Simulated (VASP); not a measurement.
Here is a VASP 6.6.1 calculation.

The input INCAR:

```
SYSTEM = PdCl
ALGO     = Normal         ! electronic algorithm
EDIFF    = 1E-7           ! SCF threshold, eV
ENCUT    = 520            ! plane-wave cutoff, eV
GGA      = PE             ! functional
ISIF     = 2              ! what is computed and relaxed
ISMEAR   = -1             ! smearing method
LASPH    = .TRUE.         ! aspherical terms in the spheres
LCHARG   = .FALSE.        ! write CHGCAR
LREAL    = .FALSE.        ! projectors in reciprocal space
LWAVE    = .FALSE.        ! write WAVECAR
NBANDS   = 16             ! bands
NELM     = 60             ! most SCF steps
PREC     = Accurate       ! precision mode
SIGMA    = 0.08           ! smearing width, eV
```

KPOINTS

```
k-points
0
G
  15 15 15
  0 0 0
```

The input POSCAR:

```
PdCl
1.0
    3.2475712111      0.0000000000      0.0000000000
    0.0000000000      3.2475712111      0.0000000000
    0.0000000000      0.0000000000      3.2475712111
Pd Cl
1 1
Direct
    0.0000000000      0.0000000000      0.0000000000
    0.5000000000      0.5000000000      0.5000000000
```

Potentials or basis: VASP PAW PBE potentials, release 64 (Pd, Cl).

Launch:

```console
$ cat potpaw_PBE.64/Pd/POTCAR potpaw_PBE.64/Cl/POTCAR > POTCAR
$ mpirun -np 1 vasp_std > vasp.out
```

Question: What does it give for the pressure?

Answer: -0.1 GPa.

Caveat: an odd number of electrons without spin polarisation forces a metal; a magnetic or distorted state may lie lower.
